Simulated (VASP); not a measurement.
**Ru16C (a cell with a defect): single point with PBE**

System: Ru16C (a cell with a defect).

```
Ru C
1.0
     5.44534    0.00000    0.00000
    -2.72267    4.71581    0.00000
     0.00000    0.00000    8.57401
Ru C
16 1
Direct
  0.15953 0.33067 0.12443
  0.31023 0.12520 0.37618
  0.15953 0.33067 0.62793
  0.33184 0.16852 0.87618
  0.16409 0.83298 0.11646
  0.31006 0.68685 0.37618
  0.16409 0.83298 0.63591
  0.33185 0.66518 0.87618
  0.66636 0.33068 0.12443
  0.83074 0.16626 0.37618
  0.66636 0.33068 0.62794
  0.83075 0.16627 0.87618
  0.66632 0.83745 0.12447
  0.87185 0.68676 0.37618
  0.66632 0.83745 0.62789
  0.82854 0.66519 0.87618
  0.49742 0.49980 0.37618
```

| Property | Result |
| --- | --- |
| Program | VASP 6.6.1 |
| Task | single point |
| Functional | PBE |
| Potentials or basis | VASP PAW PBE potentials, release 64 (Ru_pv, C) |
| Cutoff | 520 eV |
| k mesh | 4 × 4 × 2 |
| Occupations | methfessel-paxton, width 0.1 eV |
| Spin | no spin polarisation |

```json
{
 "Pressure": "16.8 GPa",
 "Largest force": "0.095 eV/Å",
 "Band gap on the k mesh": "zero (bands 114 and 115 overlap by 0.93 eV)"
}
```

Forces on the atoms (eV/Å):
```
Ru   0.002  0.003  0.000
Ru  -0.005 -0.076  0.000
Ru   0.002  0.003  0.000
Ru   0.003 -0.002  0.000
Ru  -0.002 -0.001 -0.003
Ru  -0.065  0.042  0.000
Ru  -0.002 -0.001  0.003
Ru   0.000  0.002  0.000
Ru  -0.002 -0.001 -0.001
Ru   0.000  0.000  0.000
Ru  -0.002 -0.001  0.001
Ru  -0.002 -0.001  0.000
Ru  -0.001 -0.002 -0.003
Ru   0.077  0.055  0.000
Ru  -0.001 -0.002  0.003
Ru   0.001 -0.001  0.000
C   -0.002 -0.018  0.000
```

Stress tensor (GPa, compression positive):
```
21.51 -0.02  0.00
-0.02 21.43  0.00
 0.00  0.00  7.50
```

Levels at points of the mesh, in eV from the Fermi level:
```tsv
k point	band 110	band 111	band 112	band 113	band 114	band 115	band 116	band 117	band 118	band 119
(0.00, 0.00, 0.00)	-0.07	0.23	0.23	0.51	0.51	0.56	0.56	0.91	1.09	1.09
(0.50, 0.00, 0.00)	-1.17	-1.09	-0.77	-0.65	-0.55	-0.20	-0.04	0.13	0.32	0.40
(0.00, 0.50, 0.00)	-1.17	-1.09	-0.77	-0.65	-0.55	-0.20	-0.04	0.13	0.32	0.40
(0.50, 0.50, 0.00)	-1.17	-1.09	-0.77	-0.65	-0.55	-0.20	-0.04	0.13	0.32	0.40
(0.00, 0.00, 0.50)	0.33	0.46	0.57	0.69	0.69	0.73	0.73	0.97	0.97	0.99
(0.50, 0.00, 0.50)	-0.75	-0.56	-0.52	-0.49	-0.39	-0.24	-0.23	-0.12	-0.12	-0.02
(0.00, 0.50, 0.50)	-0.75	-0.56	-0.52	-0.49	-0.39	-0.24	-0.23	-0.12	-0.12	-0.02
(0.50, 0.50, 0.50)	-0.75	-0.56	-0.52	-0.49	-0.39	-0.24	-0.23	-0.12	-0.12	-0.02
```

It took 11 min on 1 thread of Intel(R) Xeon(R) 6975P-C (Granite Rapids), on a shared host, peak memory 0.52 GiB.

Caveat: the k points lie up to 0.37 Å⁻¹ apart, too coarse for converged energies and pressures of a metal.
